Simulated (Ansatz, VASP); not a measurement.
InSb in VASP and in Ansatz

Contents of INCAR:

```
PREC = Accurate
ENCUT = 520
EDIFF = 1E-6
ISMEAR = 0
SIGMA = 0.15
LREAL = False
LASPH = True
NELM = 80
ALGO = Normal
ISIF = 2
LWAVE = False
LCHARG = False
GGA = PE
NBANDS = 16
```

The input KPOINTS:

```
regular mesh
0
Gamma
  12 12 12
```

POSCAR

```
InSb
1.0
    0.0000000000      3.1520633928      2.9214246080
    3.1520633928      0.0000000000      2.9214246080
    3.1520633928      3.1520633928      0.0000000000
In Sb
1 1
Direct
    0.0000000000      0.0000000000      0.0000000000
    0.5000000000      0.5000000000      0.5000000000
```

Input for Ansatz:

```yaml
crystal:
  lattice:
    - [0.0, 3.1520633928, 2.921424608]
    - [3.1520633928, 0.0, 2.921424608]
    - [3.1520633928, 3.1520633928, 0.0]
  atoms:
    - { symbol: In, position: [0.0, 0.0, 0.0] }
    - { symbol: Sb, position: [0.5, 0.5, 0.5] }
basis:
  ecutwfc: 420
kpoints:
  mp_grid: { grid: [12, 12, 12] }
hamiltonian:
  xc: pbe
  pseudopotentials: { kind: paw, azcp: { folder: soft_1 } }
scf:
  occupations: { method: gaussian, width: 0.15 }
output:
  forces: true
  stress: true
  eigenvalues: true
```

Change from the starting cell: strain +e along x and -e along y +0.0000, strain +e along z and -e/2 along x and y -0.0500.

Alike in both runs: task single point; functional PBE; k mesh 12 × 12 × 12; occupations gaussian, width 0.15 eV; no spin polarisation.

```csv
,VASP,Ansatz
version,VASP 6.6.1,Ansatz 0.2.0
potentials or method,"VASP PAW PBE potentials, release 64 (In_d, Sb), cutoff 520 eV","scalar-relativistic, plane waves, PAW"
valence electrons in the cell,18,28
```

|  | VASP | Ansatz | Ansatz less VASP |
| --- | --- | --- | --- |
| gap on the k mesh at the Fermi level (eV) | none | none | - |
| pressure (GPa) | 0.7 | 0.7 | +0.04 |
| traceless stress, the component that is largest in VASP (GPa) | 4.81 | 4.82 | +0.008 |

A gap of «none» marks a metal or a gap that the smearing closes. VASP's potentials hold 18 valence electrons a cell and Ansatz's 28, so a difference there can come from the potentials and not from the codes.

Spin-orbit coupling is off throughout.
